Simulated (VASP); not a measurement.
# Cd (Ia-3) in VASP: further runs, part 2 of 2

VASP 6.6.1. Earlier steps stand in the parts before.

## Step 5: Single point, PBE

This run uses another cell than the first one, of 23.88 Å³/atom, 0.745 times its volume.

File INCAR:

```
SYSTEM = Cd
PREC     = Accurate       ! precision mode
ENCUT    = 520            ! plane-wave cutoff, eV
EDIFF    = 1E-6           ! SCF threshold, eV
ISMEAR   = 0              ! smearing method
SIGMA    = 0.1            ! smearing width, eV
LREAL    = .FALSE.        ! projectors in reciprocal space
LASPH    = .TRUE.         ! aspherical terms in the spheres
NELM     = 100            ! most SCF steps
ALGO     = Normal         ! electronic algorithm
ISIF     = 2              ! what is computed and relaxed
LWAVE    = .FALSE.        ! write WAVECAR
LCHARG   = .TRUE.         ! write CHGCAR
GGA      = PE             ! functional
LELF     = .TRUE.         ! ELF
LVHAR    = .TRUE.       
NBANDS   = 58             ! bands
```

File KPOINTS:

```
regular mesh
0
G
  4 4 4
  0 0 0
```

File POSCAR:

```
Cd
1.0
   -3.6279528498      3.6279528498      3.6279528498
    3.6279528498     -3.6279528498      3.6279528498
    3.6279528498      3.6279528498     -3.6279528498
Cd
8
Direct
    0.2060000000      0.2060000000      0.2060000000
    0.5000000000      0.0000000000      0.2940000000
    0.2940000000      0.5000000000      0.0000000000
    0.0000000000      0.2940000000      0.5000000000
    0.7940000000      0.7940000000      0.7940000000
    0.5000000000      0.0000000000      0.7060000000
    0.7060000000      0.5000000000      0.0000000000
    0.0000000000      0.7060000000      0.5000000000
```

Potentials or basis: VASP PAW PBE potentials, release 64 (Cd).

Run with:

```bash
$ cat potpaw_PBE.64/Cd/POTCAR > POTCAR
$ mpirun -np 1 vasp_std > vasp.out
```

OUTCAR:

```text
SYSTEM = Cd
   PREC = Accurate
   ENCUT = 520
   EDIFF = 1E-6
   ISMEAR = 0
   LREAL = .FALSE.
   LASPH = .TRUE.
   NELM = 100
   ISIF = 2
   GGA = PE

 ion  position               nearest neighbor table
   1  0.206  0.206  0.206-   5 2.59   4 2.60   2 2.60   3 2.60   5 3.69
   2  0.500  0.000  0.294-   6 2.59   4 2.60   1 2.60   3 2.60   6 3.69
   3  0.294  0.500  0.000-   7 2.59   1 2.60   4 2.60   2 2.60   7 3.69
   4  0.000  0.294  0.500-   8 2.59   1 2.60   3 2.60   2 2.60   8 3.69
   5  0.794  0.794  0.794-   1 2.59   8 2.60   7 2.60   6 2.60   1 3.69
   6  0.500  0.000  0.706-   2 2.59   5 2.60   8 2.60   7 2.60   2 3.69
   7  0.706  0.500  0.000-   3 2.59   5 2.60   8 2.60   6 2.60   3 3.69
   8  0.000  0.706  0.500-   4 2.59   5 2.60   6 2.60   7 2.60   4 3.69

  LATTYP: Found a body centered cubic cell.
 ALAT       =     7.2559056996

  Lattice vectors:

 A1 = (  -3.6279528498,   3.6279528498,   3.6279528498)
 A2 = (   3.6279528498,  -3.6279528498,   3.6279528498)
 A3 = (   3.6279528498,   3.6279528498,  -3.6279528498)

Analysis of symmetry for initial positions (statically):
=====================================================================
 Subroutine PRICEL returns:
 Original cell was already a primitive cell.

 Routine SETGRP: Setting up the symmetry group for a
 body centered cubic supercell.

 Subroutine GETGRP returns: Found 24 space group operations
 (whereof  6 operations were pure point group operations)
 out of a pool of 48 trial point group operations.

The static configuration has the point symmetry S_6 .
 The point group associated with its full space group is T_h .

Analysis of symmetry for dynamics (positions and initial velocities):
=====================================================================
 Subroutine PRICEL returns:
 Original cell was already a primitive cell.

 Routine SETGRP: Setting up the symmetry group for a
 body centered cubic supercell.

 Subroutine GETGRP returns: Found 24 space group operations
 (whereof  6 operations were pure point group operations)
 out of a pool of 48 trial point group operations.

[... 122 lines left out ...]
   LHFCALC =     F    Hartree Fock is set to
   AEXX    =    0.0000 exact exchange contribution
   IVDW    =     0    specifies the selected vdW correction
   LEPSILON=     F    determine dielectric tensor
   LRPA    =     F    only Hartree local field effects (RPA)
 non-spin polarized calculation
 Gauss-broadening in eV      SIGMA  =   0.10
  energy-cutoff  :      520.00
  volume of cell :      191.01
 maximum number of plane-waves:      5233
 NGX is ok and might be reduce to    48
   NGX = 23   NGY = 23   NGZ = 23

 number of electron      96.0000008 magnetization

 Free energy of the ion-electron system (eV)
  ---------------------------------------------------
  ext. energy  EPLUGINS =         0.00000000
  ---------------------------------------------------
  free energy    TOTEN  =        -1.16601699 eV

  energy without entropy =       -1.13440999  energy(sigma->0) =       -1.15021349

 E-fermi :   2.1860     XC(G=0): -10.3362

 val. band max:        2.1365704853   @ k =   0.2500   0.2500   0.2500
 cond. band min:       2.2021853814   @ k =   0.2500   0.0000   0.0000
 fundamental gap:      0.0656148961
 Fermi energy:         2.1859827284

 k-point     1 :       0.0000    0.0000    0.0000
  band No.  band energies     occupation
      1      -7.8962      2.00000
      2      -7.8962      2.00000
      3      -7.8856      2.00000
      4      -7.8856      2.00000
      5      -7.8856      2.00000
      6      -7.8378      2.00000
[... 477 lines left out ...]
     57       8.5416      0.00000
     58       9.9600      0.00000

------------------------ aborting loop because EDIFF is reached ----------------------------------------

  FORCE on cell =-STRESS in cart. coord.  units (eV):
  Direction    XX          YY          ZZ          XY          YZ          ZX
  --------------------------------------------------------------------------------------
  -------------------------------------------------------------------------------------
  Total       19.4786258     19.4786258     19.4786258      0.0000000      0.0000000     -0.0000000
  in kB      163.3894472    163.3894472    163.3894472      0.0000000      0.0000000     -0.0000000
  external PRESSURE =     163.3894472 kB  Pullay stress =       0.0000000 kB

 VOLUME and BASIS-vectors are now :
 -----------------------------------------------------------------------------
  energy-cutoff  :      520.00
  volume of cell :      191.01
      direct lattice vectors                 reciprocal lattice vectors
    -3.627952850  3.627952850  3.627952850     0.000000000  0.137818770  0.137818770
     3.627952850 -3.627952850  3.627952850     0.137818770  0.000000000  0.137818770
     3.627952850  3.627952850 -3.627952850     0.137818770  0.137818770  0.000000000

 POSITION                                       TOTAL-FORCE (eV/Angst)
 -----------------------------------------------------------------------------------
      0.74736      0.74736      0.74736         0.604674      0.604674      0.604674
     -0.74736      2.88059      0.74736        -0.604674     -0.604674      0.604674
      0.74736     -0.74736      2.88059         0.604674     -0.604674     -0.604674
      2.88059      0.74736     -0.74736        -0.604674      0.604674     -0.604674
      2.88059      2.88059      2.88059        -0.604674     -0.604674     -0.604674
      0.74736      4.37531     -0.74736         0.604674      0.604674     -0.604674
     -0.74736      0.74736      4.37531        -0.604674      0.604674      0.604674
      4.37531     -0.74736      0.74736         0.604674     -0.604674      0.604674
 -----------------------------------------------------------------------------------
    total drift:                                0.000000     -0.000000      0.000000

  FREE ENERGIE OF THE ION-ELECTRON SYSTEM (eV)
  ---------------------------------------------------
  free  energy   TOTEN  =        -1.1660169892 eV

  energy  without entropy=       -1.1344099929  energy(sigma->0) =       -1.15021349
```

It took 83 s on 1 thread of Intel Xeon Platinum 8375C at 2.90GHz (Ice Lake), shared host; peak memory 0.34 GiB.

Results:

| Quantity | Value |
| --- | --- |
| Free energy | -1.1660 eV |
| Pressure | 16.3 GPa |
| Largest force | 1.047 eV/Å |
| Band gap on the k mesh | zero (band 48 reaches 3.39 eV, above the bottom of band 49 at 1.28 eV) |

Forces on the atoms (eV/Å):
```
Cd   0.605  0.605  0.605
Cd  -0.605 -0.605  0.605
Cd   0.605 -0.605 -0.605
Cd  -0.605  0.605 -0.605
Cd  -0.605 -0.605 -0.605
Cd   0.605  0.605 -0.605
Cd  -0.605  0.605  0.605
Cd   0.605 -0.605  0.605
```

Caveat: forces of over 1 eV/Å act on the atoms, so gaps and moduli don't describe the material at rest.

## Step 6: Overview

```csv
task,cell,k mesh,cutoff (eV),gap on the mesh (eV),pressure (GPa),largest force (eV/Å)
single point,"a = 6.930 Å, angles 109.5°, 8 atoms",4 × 4 × 4,520,none,0.2,-
relaxation of cell and atoms,"relaxed from a = 6.284 Å, angles 109.5°, 8 atoms",4 × 4 × 4,600,none,0.2,0.02
single point,"a = 6.918 Å, angles 109.5°, 8 atoms",8 × 8 × 8,520,none,0.2,-
single point,"a = 6.284 Å, angles 109.5°, 8 atoms",4 × 4 × 4,520,none,16.3,1.05
```

Alike in all rows: level PBE; potentials or basis VASP PAW PBE potentials, release 64 (Cd); no spin polarisation; smearing gaussian 0.1 eV.

Caveats: the volume moved by over 15 % at a fixed basis, so the end points are rough (some runs); forces of over 1 eV/Å act on the atoms, so gaps and moduli don't describe the material at rest (some runs).

Total energies depend on the potentials used, so only differences within one code and one set of settings carry meaning.
